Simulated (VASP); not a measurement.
# Ti (P6/mmm) in VASP: notebook, part 2 of 2

VASP 6.6.1.

## (3) Single point, LDA

This run uses another cell than the first one: it holds 3 atoms, not 1.

Input file INCAR:

```
SYSTEM = Ti
ALGO = Normal
EDIFF = 1E-7
ENCUT = 520
ISIF = 2
ISMEAR = -1
LASPH = .True.
LCHARG = .False.
LREAL = .False.
LWAVE = .False.
NBANDS = 25
NELM = 80
PREC = Accurate
SIGMA = 0.05
```

Input file KPOINTS:

```
k-points
0
Gamma
  9 9 13
  0 0 0
```

Input file POSCAR:

```
Ti
1.0
    3.9683736951      0.0000000000      0.0000000000
   -1.9841868476      3.4367124317      0.0000000000
    0.0000000000      0.0000000000      2.4962396590
Ti
3
Direct
    0.0000000000      0.0000000000      0.0000000000
    0.3333333333      0.6666666667      0.5000000000
    0.6666666667      0.3333333333      0.5000000000
```

Potentials or basis: VASP PAW LDA potentials, release 64 (Ti_sv).

Command:

```console
> cat potpaw_LDA.64/Ti_sv/POTCAR > POTCAR
> mpirun -np 1 vasp_std > vasp.out
```

OUTCAR:

```text
SYSTEM = Ti
   EDIFF = 1E-7
   ENCUT = 520
   ISIF = 2
   ISMEAR = -1
   LASPH = .True.
   LREAL = .False.
   NELM = 80
   PREC = Accurate

 ion  position               nearest neighbor table
   1  0.000  0.000  0.000-   2 2.61   3 2.61   2 2.61   3 2.61   3 2.61   3 2.61   2 2.61   2 2.61
                             3 2.61   3 2.61   2 2.61   2 2.61
   2  0.333  0.667  0.500-   3 2.29   3 2.29   3 2.29   1 2.61   1 2.61   1 2.61   1 2.61   1 2.61
                             1 2.61
   3  0.667  0.333  0.500-   2 2.29   2 2.29   2 2.29   1 2.61   1 2.61   1 2.61   1 2.61   1 2.61
                             1 2.61

  LATTYP: Found a hexagonal cell.
 ALAT       =     3.9683736951
 C/A-ratio  =     0.6290334154

  Lattice vectors:

 A1 = (   3.9683736951,   0.0000000000,   0.0000000000)
 A2 = (  -1.9841868476,   3.4367124317,   0.0000000000)
 A3 = (   0.0000000000,   0.0000000000,   2.4962396590)

Analysis of symmetry for initial positions (statically):
=====================================================================
 Subroutine PRICEL returns:
 Original cell was already a primitive cell.

 Routine SETGRP: Setting up the symmetry group for a
 hexagonal supercell.

 Subroutine GETGRP returns: Found 24 space group operations
 (whereof 24 operations were pure point group operations)
 out of a pool of 24 trial point group operations.

The static configuration has the point symmetry D_6h.

Analysis of symmetry for dynamics (positions and initial velocities):
=====================================================================
 Subroutine PRICEL returns:
 Original cell was already a primitive cell.

 Routine SETGRP: Setting up the symmetry group for a
 hexagonal supercell.

 Subroutine GETGRP returns: Found 24 space group operations
 (whereof 24 operations were pure point group operations)
 out of a pool of 24 trial point group operations.

The dynamic configuration has the point symmetry D_6h.

 Subroutine INISYM returns: Found 24 space group operations
 (whereof 24 operations are pure point group operations),
 and found     1 'primitive' translations

----------------------------------------------------------------------------------------

                                     Primitive cell

  volume of cell :      34.0441

  direct lattice vectors                    reciprocal lattice vectors
     3.968373695  0.000000000  0.000000000     0.251992397  0.145487878  0.000000000
    -1.984186848  3.436712432  0.000000000     0.000000000  0.290975757  0.000000000
     0.000000000  0.000000000  2.496239659     0.000000000  0.000000000  0.400602561

  length of vectors
     3.968373695  3.968373695  2.496239659     0.290975757  0.290975757  0.400602561

  position of ions in fractional coordinates (direct lattice)
     0.000000000  0.000000000  0.000000000
     0.333333333  0.666666667  0.500000000
     0.666666667  0.333333333  0.500000000

  ion indices of the primitive-cell ions
   primitive index   ion index
                 1           1
                 2           2
                 3           3

----------------------------------------------------------------------------------------

 KPOINTS: k-points

Automatic generation of k-mesh.
 Grid dimensions read from file:
 generate k-points for:    9    9   13

 Generating k-lattice:

  Cartesian coordinates                     Fractional coordinates (reciprocal lattice)
     0.027999155  0.016165320  0.000000000     0.111111111 -0.000000000  0.000000000
     0.000000000  0.032330640  0.000000000     0.000000000  0.111111111  0.000000000
     0.000000000  0.000000000  0.030815582     0.000000000  0.000000000  0.076923077

  Length of vectors
     0.032330640  0.032330640  0.030815582

  Shift w.r.t. Gamma in fractional coordinates (k-lattice)
     0.000000000  0.000000000  0.000000000

 Subroutine IBZKPT returns following result:
 ===========================================

 Found     84 irreducible k-points:

 Following reciprocal coordinates:
            Coordinates               Weight
  0.000000  0.000000  0.000000      1.000000
  0.111111  0.000000  0.000000      6.000000
  0.222222  0.000000  0.000000      6.000000
  0.333333  0.000000  0.000000      6.000000
  0.444444  0.000000  0.000000      6.000000
  0.111111  0.111111  0.000000      6.000000
[... 16 lines left out ...]
  0.333333  0.222222  0.076923     24.000000
  0.333333  0.333333  0.076923      4.000000
 [... further k-points ...]
   k-points           NKPTS =     84   k-points in BZ     NKDIM =     84   number of bands    NBANDS=     25
   number of dos      NEDOS =    301   number of ions     NIONS =      3
   total plane-waves  NPLWV =  18000
   dimension x,y,z NGX =    30 NGY =   30 NGZ =   20
   dimension x,y,z NGXF=    60 NGYF=   60 NGZF=   40
   ions per type =               3
   NGX,Y,Z   is equivalent  to a cutoff of  12.57, 12.57, 13.32 a.u.
   NGXF,Y,Z  is equivalent  to a cutoff of  25.14, 25.14, 26.64 a.u.
 SYSTEM =  Ti
   PREC   = accura    normal or accurate (medium, high low for compatibility)
   ISTART =      0    job   : 0-new  1-cont  2-samecut
   ICHARG =      2    charge: 1-file 2-atom 10-const
   ISPIN  =      1    spin polarized calculation?
   LNONCOLLINEAR =      F non collinear calculations
   LSORBIT =      F    spin-orbit coupling
   LASPH  =      T    aspherical Exc in radial PAW
   ENCUT  =  520.0 eV  38.22 Ry    6.18 a.u.   7.38  7.38  4.64*2*pi/ulx,y,z
   NELM   =     80;   NELMIN=  2; NELMDL= -5     # of ELM steps
   EDIFF  = 0.1E-06   stopping-criterion for ELM
   LREAL  =      F    real-space projection
   EDIFFG = 0.1E-05   stopping-criterion for IOM
   NSW    =      0    number of steps for IOM
   IBRION =     -1    ionic relax: 0-MD 1-quasi-New 2-CG
   NFREE  =      0    steps in history (QN), initial steepest desc. (CG)
   ISIF   =      2    stress and relaxation
   ISYM   =      2    0-nonsym 1-usesym 2-fastsym
   POTIM  = 0.5000    time-step for ionic-motion
   TEBEG  =    0.0;   TEEND  =   0.0 temperature during run
   PSTRESS=    0.0 pullay stress
   NELECT =      36.0000    total number of electrons
   NUPDOWN=      -1.0000    fix difference up-down
   EMIN   =  10.00;   EMAX   =-10.00  energy-range for DOS
   EFERMI =   0.00;   METHOD = LEGACY
   ISMEAR =    -1;   SIGMA  =   0.05  broadening in eV -4-tet -1-fermi 0-gaus
   EFERMI_NEDOS =   21; number of points for ismear=-14 and -15
   IALGO  =     38    algorithm
   IMIX   =      4    mixing-type and parameters
     AMIX     =   0.40;   BMIX     =  1.00
     AMIX_MAG =   1.60;   BMIX_MAG =  1.00
  volume/ion in A,a.u.               =      11.35        76.58
  Fermi-wavevector in a.u.,A,eV,Ry     =   1.667868  3.151813 37.848460  2.781783
  Thomas-Fermi vector in A             =   2.753815
   LORBIT       =      0    0 simple, 1 ext, 2 COOP (PROOUT), +10 PAW based schemes
   GGA     = CA    functional components
   LHFCALC =     F    Hartree Fock is set to
   AEXX    =    0.0000 exact exchange contribution
   IVDW    =     0    specifies the selected vdW correction
   LEPSILON=     F    determine dielectric tensor
   LRPA    =     F    only Hartree local field effects (RPA)
 non-spin polarized calculation
  energy-cutoff  :      520.00
  volume of cell :       34.04
 maximum number of plane-waves:       934
 NGX is ok and might be reduce to    30

 number of electron      36.0000001 magnetization

 Free energy of the ion-electron system (eV)
  ---------------------------------------------------
  ext. energy  EPLUGINS =         0.00000000
  ---------------------------------------------------
  free energy    TOTEN  =       -23.27938618 eV

  energy without entropy =      -23.25966285  energy(sigma->0) =      -23.26952451

 E-fermi :  13.2270     XC(G=0): -13.9784

 val. band max:       13.2198562128   @ k =   0.4444   0.1111   0.1538
 cond. band min:      13.2594515898   @ k =   0.3333   0.1111   0.0769
 fundamental gap:      0.0395953770
 Fermi energy:        13.2270451521

 k-point     1 :       0.0000    0.0000    0.0000
  band No.  band energies     occupation
      1     -42.5632      2.00000
      2     -41.9065      2.00000
      3     -41.5100      2.00000
      4     -19.6030      2.00000
      5     -19.6030      2.00000
      6     -19.2845      2.00000
[... 661 lines left out ...]
     24      16.1154      0.00000
     25      17.6891      0.00000

 [... further k-points ...]

------------------------ aborting loop because EDIFF is reached ----------------------------------------

  FORCE on cell =-STRESS in cart. coord.  units (eV):
  Direction    XX          YY          ZZ          XY          YZ          ZX
  --------------------------------------------------------------------------------------
  -------------------------------------------------------------------------------------
  Total       15.8591284     15.8591284     15.7502953     -0.0000000      0.0000000     -0.0000000
  in kB      746.3591506    746.3591506    741.2372713     -0.0000000      0.0000000     -0.0000000
  external PRESSURE =     744.6518575 kB  Pullay stress =       0.0000000 kB

 VOLUME and BASIS-vectors are now :
 -----------------------------------------------------------------------------
  energy-cutoff  :      520.00
  volume of cell :       34.04
      direct lattice vectors                 reciprocal lattice vectors
     3.968373695  0.000000000  0.000000000     0.251992397  0.145487878  0.000000000
    -1.984186848  3.436712432  0.000000000     0.000000000  0.290975757  0.000000000
     0.000000000  0.000000000  2.496239659     0.000000000  0.000000000  0.400602561

 POSITION                                       TOTAL-FORCE (eV/Angst)
 -----------------------------------------------------------------------------------
      0.00000      0.00000      0.00000        -0.000000      0.000000      0.000000
     -0.00000      2.29114      1.24812         0.000000      0.000000      0.000000
      1.98419      1.14557      1.24812        -0.000000      0.000000      0.000000
 -----------------------------------------------------------------------------------
    total drift:                               -0.000000      0.000000      0.000000

  FREE ENERGIE OF THE ION-ELECTRON SYSTEM (eV)
  ---------------------------------------------------
  free  energy   TOTEN  =       -23.2793861844 eV

  energy  without entropy=      -23.2596628453  energy(sigma->0) =      -23.26952451
```

stdout:

```text
POSCAR found type information on POSCAR Ti
 POSCAR found :  1 types and       3 ions
 scaLAPACK will be used
 LDA part: xc-table for (Slater(with rela. corr.)+CA(PZ))
 , standard interpolation
 POSCAR, INCAR and KPOINTS ok, starting setup
 FFT: planning ... GRIDC
 FFT: planning ... GRID_SOFT
 FFT: planning ... GRID
 WAVECAR not read
 entering main loop
```

It took 40 s on 1 thread of Intel Xeon 6975P-C (Granite Rapids), shared host; peak memory 0.17 GiB.

What came out:

| Property | Result |
| --- | --- |
| Free energy | -23.2794 eV |
| Pressure | 74.5 GPa |
| Band gap on the k mesh | zero (band 18 reaches 13.74 eV, above the bottom of band 19 at 12.92 eV) |

Stress tensor (GPa, compression positive):
```
74.64  0.00  0.00
 0.00 74.64  0.00
 0.00  0.00 74.12
```

## (4) Single point, LDA

This run uses another cell than the first one: it holds 3 atoms, not 1.

Input file INCAR:

```
ALGO = Normal
EDIFF = 1E-6
ENCUT = 520
ISIF = 2
ISMEAR = -1
LASPH = T
LCHARG = F
LREAL = F
LWAVE = F
NBANDS = 25
NELM = 60
PREC = Accurate
SIGMA = 0.05
```

Input file KPOINTS:

```
k-points
0
Gamma
  9 9 13
```

Input file POSCAR:

```
Ti
1.0
    3.9686138597      0.0000000000      0.0000000000
   -1.9843069299      3.4369204203      0.0000000000
    0.0000000000      0.0000000000      2.4965580870
Ti
3
Direct
    0.0000000000      0.0000000000      0.0000000000
    0.3333333333      0.6666666667      0.5000000000
    0.6666666667      0.3333333333      0.5000000000
```

Command:

```console
> cat potpaw_LDA.64/Ti_sv/POTCAR > POTCAR
> mpirun -np 1 vasp_std > vasp.out
```

It took 34 s on 1 thread of Intel Xeon 6975P-C (Granite Rapids), shared host; peak memory 0.17 GiB.

It converged, with:

| Quantity | Value |
| --- | --- |
| Free energy | -23.2833 eV |
| Pressure | 74.5 GPa |
| Band gap on the k mesh | zero (band 18 reaches 13.74 eV, above the bottom of band 19 at 12.92 eV) |

Stress tensor (GPa, compression positive):
```
74.63  0.00  0.00
 0.00 74.63  0.00
 0.00  0.00 74.10
```

Levels at points of the mesh, in eV from the Fermi level:
```tsv
k point	band 15	band 16	band 17	band 18	band 19	band 20	band 21	band 22
(0.00, 0.00, 0.00)	-0.52	-0.52	-0.37	-0.37	0.17	0.99	1.82	1.82
```

## (5) The runs side by side

```tsv
cell	k mesh	gap on the mesh (eV)	pressure (GPa)
a = 2.360, b = 2.360, c = 2.323 Å, angles 90.0, 90.0, 120.0°, 1 atom	18 × 18 × 17	none	75.2
a = 3.968, b = 3.968, c = 2.496 Å, angles 90.0, 90.0, 120.0°, 3 atoms	9 × 9 × 13	none	74.5
a = 3.969, b = 3.969, c = 2.497 Å, angles 90.0, 90.0, 120.0°, 3 atoms	9 × 9 × 13	none	74.5
```

Alike in all rows: task single point; level LDA; potentials or basis VASP PAW LDA potentials, release 64 (Ti_sv); no spin polarisation; cutoff (eV) 520; smearing fermi-dirac 0.05 eV.

Total energies depend on the potentials used, so only differences within one code and one set of settings carry meaning.
